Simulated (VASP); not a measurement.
# Pt3Pb: electric field gradients with LDA

The system is Pt3Pb.

```
Pt Pb
1.0
     3.97684    0.00000    0.00000
     0.00000    3.97684    0.00000
     0.00000    0.00000    4.05800
Pt Pb
3 1
Direct
  0.00000 0.50000 0.50000
  0.50000 0.00000 0.50000
  0.50000 0.50000 0.00000
  0.00000 0.00000 0.00000
```

This cell differs from its parent crystal: equal xx and yy strain of -2 %.

```json
{
  "Program": "VASP 6.6.1",
  "Task": "electric field gradients",
  "Functional": "LDA",
  "Potentials or basis": "VASP PAW LDA potentials, release 64 (Pt, Pb_d)",
  "Cutoff": "520 eV",
  "k mesh": "9 × 9 × 9",
  "Occupations": "fermi-dirac, width 0.03 eV",
  "Spin": "no spin polarisation",
  "Dipole correction": "no",
  "Further INCAR settings": "ALGO = Normal; EDIFF = 1e-08; NBANDS = 30"
}
```

```json
{"Pressure": "7.2 GPa", "Band gap on the k mesh": "zero (band 22 reaches 12.20 eV, above the bottom of band 23 at 11.68 eV)"}
```

Stress tensor (GPa, compression positive):
```
7.96 0.00 0.00
0.00 7.96 0.00
0.00 0.00 5.68
```

Levels at points of the mesh, in eV from the Fermi level:
| k point | band 18 | band 19 | band 20 | band 21 | band 22 | band 23 | band 24 | band 25 | band 26 | band 27 |
| --- | --- | --- | --- | --- | --- | --- | --- | --- | --- | --- |
| (0.00, 0.00, 0.00) | -1.15 | -1.07 | -1.07 | -0.44 | 0.05 | 0.05 | 0.23 | 1.84 | 6.25 | 6.65 |

Electric field gradients, principal values (V/Å²):
| atom | least | middle | greatest (by size) |
| --- | --- | --- | --- |
| 1 Pt | 71.412 | 90.552 | -161.964 |
| 2 Pt | 71.412 | 90.552 | -161.964 |
| 3 Pt | 74.186 | 74.186 | -148.372 |
| 4 Pb | -10.407 | -10.407 | 20.814 |

Wall time 110 s on 1 thread of Intel(R) Xeon(R) Platinum 8488C (Sapphire Rapids), with other jobs on the host, peak memory 0.24 GiB.

Caveat: the cell differs from its parent crystal (equal xx and yy strain of -2 %); without QUAD_EFG the Cq values of the log hold for a quadrupole moment of 1 mb, not for the nuclei; spin-orbit coupling is left out, which moves the levels of the heavy elements.
